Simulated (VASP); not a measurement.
# TiC (Fm-3m) in VASP: a series of runs

Runs on TiC. Level: PBEsol. Tasks: single point.

Program: VASP 6.6.1. These are calculated values, not measurements. Logs are shortened: lines on timing, memory, paths and dates and some standing lists are left out, and cuts for length are marked.

### Step 1. The cell of the first run

The structure is cubic, space group Fm-3m (No. 225). Conventional cell: a = 4.240 Å, b = 4.240 Å, c = 4.240 Å, α = 90.00°, β = 90.00°, γ = 90.00°. Within 2.8 Å of Ti (site symmetry m-3m) lie 6 C at 2.12 Å. C (site symmetry m-3m) has 6 Ti at 2.12 Å within 2.8 Å.

### Step 2. Single point, PBEsol (9.53 Å³/atom)

The input, INCAR:

```
SYSTEM = TiC
PREC = Accurate ; ENCUT = 520
EDIFF = 1E-6 ; ISMEAR = -1
SIGMA = 0.03 ; LREAL = .FALSE.
LASPH = .TRUE. ; NELM = 60
ALGO = Normal ; ISIF = 2
LWAVE = .FALSE. ; LCHARG = .TRUE.
GGA = PS ; LELF = .TRUE.
LVHAR = .TRUE. ; NBANDS = 15
```

The input, KPOINTS:

```
regular mesh
0
G
  14 14 14
  0 0 0
```

The input, POSCAR:

```
TiC
1.0
    0.0000000000      2.1198243393      2.1198243393
    2.1198243393      0.0000000000      2.1198243393
    2.1198243393      2.1198243393      0.0000000000
Ti C
1 1
Direct
    0.0000000000      0.0000000000      0.0000000000
    0.5000000000      0.5000000000      0.5000000000
```

Potentials or basis: VASP PAW PBE potentials, release 64 (Ti_sv, C).

On the command line:

```
> cat potpaw_PBE.64/Ti_sv/POTCAR potpaw_PBE.64/C/POTCAR > POTCAR
> mpirun -np 1 vasp_std > vasp.out
```

OUTCAR:

```text
SYSTEM = TiC
   PREC = Accurate
   ENCUT = 520
   EDIFF = 1E-6
   ISMEAR = -1
   LREAL = .FALSE.
   LASPH = .TRUE.
   NELM = 60
   ISIF = 2
   GGA = PS

 ion  position               nearest neighbor table
   1  0.000  0.000  0.000-   2 2.12   2 2.12   2 2.12   2 2.12   2 2.12   2 2.12
   2  0.500  0.500  0.500-   1 2.12   1 2.12   1 2.12   1 2.12   1 2.12   1 2.12

  LATTYP: Found a face centered cubic cell.
 ALAT       =     4.2396486786

  Lattice vectors:

 A1 = (   0.0000000000,   2.1198243393,   2.1198243393)
 A2 = (   2.1198243393,   0.0000000000,   2.1198243393)
 A3 = (   2.1198243393,   2.1198243393,   0.0000000000)

Analysis of symmetry for initial positions (statically):
=====================================================================
 Subroutine PRICEL returns:
 Original cell was already a primitive cell.

 Routine SETGRP: Setting up the symmetry group for a
 face centered cubic supercell.

 Subroutine GETGRP returns: Found 48 space group operations
 (whereof 48 operations were pure point group operations)
 out of a pool of 48 trial point group operations.

The static configuration has the point symmetry O_h .

Analysis of symmetry for dynamics (positions and initial velocities):
=====================================================================
 Subroutine PRICEL returns:
 Original cell was already a primitive cell.

 Routine SETGRP: Setting up the symmetry group for a
 face centered cubic supercell.

 Subroutine GETGRP returns: Found 48 space group operations
 (whereof 48 operations were pure point group operations)
 out of a pool of 48 trial point group operations.

The dynamic configuration has the point symmetry O_h .

 Subroutine INISYM returns: Found 48 space group operations
 (whereof 48 operations are pure point group operations),
 and found     1 'primitive' translations

----------------------------------------------------------------------------------------

                                     Primitive cell

  volume of cell :      19.0515

  direct lattice vectors                    reciprocal lattice vectors
     0.000000000  2.119824339  2.119824339    -0.235868600  0.235868600  0.235868600
     2.119824339  0.000000000  2.119824339     0.235868600 -0.235868600  0.235868600
     2.119824339  2.119824339  0.000000000     0.235868600  0.235868600 -0.235868600

  length of vectors
     2.997884330  2.997884330  2.997884330     0.408536400  0.408536400  0.408536400

  position of ions in fractional coordinates (direct lattice)
     0.000000000  0.000000000  0.000000000
     0.500000000  0.500000000  0.500000000

  ion indices of the primitive-cell ions
   primitive index   ion index
                 1           1
                 2           2

----------------------------------------------------------------------------------------

 KPOINTS: regular mesh

Automatic generation of k-mesh.
 Grid dimensions read from file:
 generate k-points for:   14   14   14

 Generating k-lattice:

  Cartesian coordinates                     Fractional coordinates (reciprocal lattice)
    -0.016847757  0.016847757  0.016847757     0.071428571  0.000000000  0.000000000
     0.016847757 -0.016847757  0.016847757     0.000000000  0.071428571  0.000000000
     0.016847757  0.016847757 -0.016847757     0.000000000  0.000000000  0.071428571

  Length of vectors
     0.029181171  0.029181171  0.029181171

  Shift w.r.t. Gamma in fractional coordinates (k-lattice)
     0.000000000  0.000000000  0.000000000

 Subroutine IBZKPT returns following result:
 ===========================================

 Found    104 irreducible k-points:

 Following reciprocal coordinates:
            Coordinates               Weight
  0.000000  0.000000  0.000000      1.000000
  0.071429  0.000000  0.000000      8.000000
  0.142857  0.000000  0.000000      8.000000
  0.214286  0.000000  0.000000      8.000000
  0.285714  0.000000  0.000000      8.000000
  0.357143  0.000000  0.000000      8.000000
[... 16 lines left out ...]
  0.214286  0.142857  0.000000     24.000000
  0.285714  0.142857  0.000000     24.000000
 [... further k-points ...]
   k-points           NKPTS =    104   k-points in BZ     NKDIM =    104   number of bands    NBANDS=     15
   number of dos      NEDOS =    301   number of ions     NIONS =      2
   total plane-waves  NPLWV =  13824
   dimension x,y,z NGX =    24 NGY =   24 NGZ =   24
   dimension x,y,z NGXF=    48 NGYF=   48 NGZF=   48
   ions per type =               1   1
   NGX,Y,Z   is equivalent  to a cutoff of  13.31, 13.31, 13.31 a.u.
   NGXF,Y,Z  is equivalent  to a cutoff of  26.62, 26.62, 26.62 a.u.
 SYSTEM =  TiC
   PREC   = accura    normal or accurate (medium, high low for compatibility)
   ISTART =      0    job   : 0-new  1-cont  2-samecut
   ICHARG =      2    charge: 1-file 2-atom 10-const
   ISPIN  =      1    spin polarized calculation?
   LNONCOLLINEAR =      F non collinear calculations
   LSORBIT =      F    spin-orbit coupling
   LASPH  =      T    aspherical Exc in radial PAW
   ENCUT  =  520.0 eV  38.22 Ry    6.18 a.u.   5.57  5.57  5.57*2*pi/ulx,y,z
   NELM   =     60;   NELMIN=  2; NELMDL= -5     # of ELM steps
   EDIFF  = 0.1E-05   stopping-criterion for ELM
   LREAL  =      F    real-space projection
[... 7 lines left out ...]
   TEBEG  =    0.0;   TEEND  =   0.0 temperature during run
   PSTRESS=    0.0 pullay stress
   NELECT =      16.0000    total number of electrons
   NUPDOWN=      -1.0000    fix difference up-down
   EMIN   =  10.00;   EMAX   =-10.00  energy-range for DOS
   EFERMI =   0.00;   METHOD = LEGACY
   ISMEAR =    -1;   SIGMA  =   0.03  broadening in eV -4-tet -1-fermi 0-gaus
   EFERMI_NEDOS =   21; number of points for ismear=-14 and -15
   IALGO  =     38    algorithm
   IMIX   =      4    mixing-type and parameters
     AMIX     =   0.40;   BMIX     =  1.00
     AMIX_MAG =   1.60;   BMIX_MAG =  1.00
  volume/ion in A,a.u.               =       9.53        64.28
  Fermi-wavevector in a.u.,A,eV,Ry     =   1.544561  2.918796 32.458976  2.385667
  Thomas-Fermi vector in A             =   2.650064
   LORBIT       =      0    0 simple, 1 ext, 2 COOP (PROOUT), +10 PAW based schemes
   GGA     = PS    functional components
   LHFCALC =     F    Hartree Fock is set to
   AEXX    =    0.0000 exact exchange contribution
   IVDW    =     0    specifies the selected vdW correction
   LEPSILON=     F    determine dielectric tensor
   LRPA    =     F    only Hartree local field effects (RPA)
 non-spin polarized calculation
  energy-cutoff  :      520.00
  volume of cell :       19.05
 maximum number of plane-waves:       533
 NGX is ok and might be reduce to    24
   NGX = 11   NGY = 11   NGZ = 11

 number of electron      16.0000002 magnetization

 Free energy of the ion-electron system (eV)
  ---------------------------------------------------
  ext. energy  EPLUGINS =         0.00000000
  ---------------------------------------------------
  free energy    TOTEN  =       -19.77676789 eV

  energy without entropy =      -19.77584608  energy(sigma->0) =      -19.77630699

 E-fermi :  10.0779     XC(G=0): -13.1963

 val. band max:       10.0662374406   @ k =   0.3571   0.2857   0.0000
 cond. band min:      10.1113252630   @ k =   0.5000   0.5000   0.0000
 fundamental gap:      0.0450878224
 Fermi energy:        10.0779131894

 k-point     1 :       0.0000    0.0000    0.0000
  band No.  band energies     occupation
      1     -46.0690      2.00000
      2     -22.1568      2.00000
      3     -22.1568      2.00000
      4     -22.1568      2.00000
      5      -2.5901      2.00000
      6      10.7569      0.00000
      7      10.7569      0.00000
      8      10.7569      0.00000
      9      11.8632      0.00000
     10      11.8632      0.00000
     11      11.8632      0.00000
     12      11.9389      0.00000
     13      11.9389      0.00000
     14      21.5232      0.00000
     15      24.2558      0.00000

 k-point     2 :       0.0714    0.0000    0.0000
  band No.  band energies     occupation
      1     -46.0640      2.00000
      2     -22.1901      2.00000
      3     -22.1598      2.00000
      4     -22.1598      2.00000
      5      -2.4638      2.00000
      6      10.1794      0.06563
      7      10.4652      0.00000
      8      10.4652      0.00000
      9      11.1331      0.00000
     10      11.1331      0.00000
     11      12.1748      0.00000
     12      13.1475      0.00000
     13      13.1475      0.00000
     14      21.7211      0.00000
     15      24.3500      0.00000

 k-point     3 :       0.1429    0.0000    0.0000
  band No.  band energies     occupation
      1     -46.0503      2.00000
      2     -22.2826      2.00000
      3     -22.1682      2.00000
      4     -22.1682      2.00000
      5      -2.0960      2.00000
      6       9.0840      2.00000
      7       9.5162      2.00000
      8       9.5162      2.00000
      9      11.3032      0.00000
     10      11.3032      0.00000
     11      12.5791      0.00000
     12      14.4649      0.00000
     13      14.4649      0.00000
     14      22.1442      0.00000
     15      24.4935      0.00000

 k-point     4 :       0.2143    0.0000    0.0000
  band No.  band energies     occupation
      1     -46.0303      2.00000
      2     -22.4141      2.00000
      3     -22.1803      2.00000
      4     -22.1803      2.00000
      5      -1.5181      2.00000
      6       7.8377      2.00000
      7       8.6317      2.00000
      8       8.6317      2.00000
      9      11.7090      0.00000
     10      11.7090      0.00000
     11      12.9394      0.00000
     12      15.7675      0.00000
     13      15.7675      0.00000
     14      22.1706      0.00000
     15      24.7761      0.00000
[... 307 lines left out ...]
 k-point    22 :       0.1429    0.1429    0.0000
  band No.  band energies     occupation
      1     -46.0440      2.00000
      2     -22.2726      2.00000
      3     -22.1975      2.00000
      4     -22.1975      2.00000
      5      -1.9603      2.00000
      6       8.2893      2.00000
      7       9.9460      1.97567
      8       9.9460      1.97567
      9      10.1621      0.11391
     10      12.1338      0.00000
     11      13.2139      0.00000
     12      13.2139      0.00000
     13      15.2761      0.00000
     14      22.5850      0.00000
     15      24.7249      0.00000

 k-point    23 :       0.2143    0.1429    0.0000
  band No.  band energies     occupation
      1     -46.0291      2.00000
      2     -22.3570      2.00000
      3     -22.2168      2.00000
      4     -22.2097      2.00000
      5      -1.5720      2.00000
      6       7.5004      2.00000
      7       9.1775      2.00000
      8       9.5427      2.00000
      9      10.4528      0.00001
     10      12.2294      0.00000
     11      13.5379      0.00000
     12      13.9795      0.00000
     13      16.0919      0.00000
     14      23.0446      0.00000
     15      24.8088      0.00000

 k-point    24 :       0.2857    0.1429    0.0000
  band No.  band energies     occupation
      1     -46.0097      2.00000
      2     -22.4743      2.00000
      3     -22.2341      2.00000
      4     -22.2233      2.00000
      5      -1.0158      2.00000
      6       6.7295      2.00000
      7       8.2981      2.00000
      8       8.8893      2.00000
      9      10.9101      0.00000
     10      12.5626      0.00000
     11      13.7690      0.00000
     12      14.9684      0.00000
     13      17.0213      0.00000
     14      22.9293      0.00000
     15      24.9907      0.00000

 [... further k-points ...]

------------------------ aborting loop because EDIFF is reached ----------------------------------------

  FORCE on cell =-STRESS in cart. coord.  units (eV):
  Direction    XX          YY          ZZ          XY          YZ          ZX
  --------------------------------------------------------------------------------------
  -------------------------------------------------------------------------------------
  Total        1.2983651      1.2983651      1.2983651      0.0000000      0.0000000     -0.0000000
  in kB      109.1887244    109.1887244    109.1887244      0.0000000      0.0000000     -0.0000000
  external PRESSURE =     109.1887244 kB  Pullay stress =       0.0000000 kB

 VOLUME and BASIS-vectors are now :
 -----------------------------------------------------------------------------
  energy-cutoff  :      520.00
  volume of cell :       19.05
      direct lattice vectors                 reciprocal lattice vectors
     0.000000000  2.119824339  2.119824339    -0.235868600  0.235868600  0.235868600
     2.119824339  0.000000000  2.119824339     0.235868600 -0.235868600  0.235868600
     2.119824339  2.119824339  0.000000000     0.235868600  0.235868600 -0.235868600

 POSITION                                       TOTAL-FORCE (eV/Angst)
 -----------------------------------------------------------------------------------
      0.00000      0.00000      0.00000        -0.000000     -0.000000     -0.000000
      2.11982      2.11982      2.11982         0.000000      0.000000      0.000000
 -----------------------------------------------------------------------------------
    total drift:                                0.000000     -0.000000     -0.000000

  FREE ENERGIE OF THE ION-ELECTRON SYSTEM (eV)
  ---------------------------------------------------
  free  energy   TOTEN  =       -19.7767678915 eV

  energy  without entropy=      -19.7758460801  energy(sigma->0) =      -19.77630699
```

Wall time 34 s (1 thread of AMD EPYC 7R13, shared host); peak memory 0.13 GiB.

Results:

```yaml
Free_energy: -19.7768 eV
Pressure: 10.9 GPa
Band_gap_on_the_k_mesh: zero (bands 8 and 9 overlap by 1.09 eV)
```

Caveat: the cell stands under pressure; the PAW data sets were made with another functional, which shifts forces and pressure a little.

(Continued in part 2 of 2.)
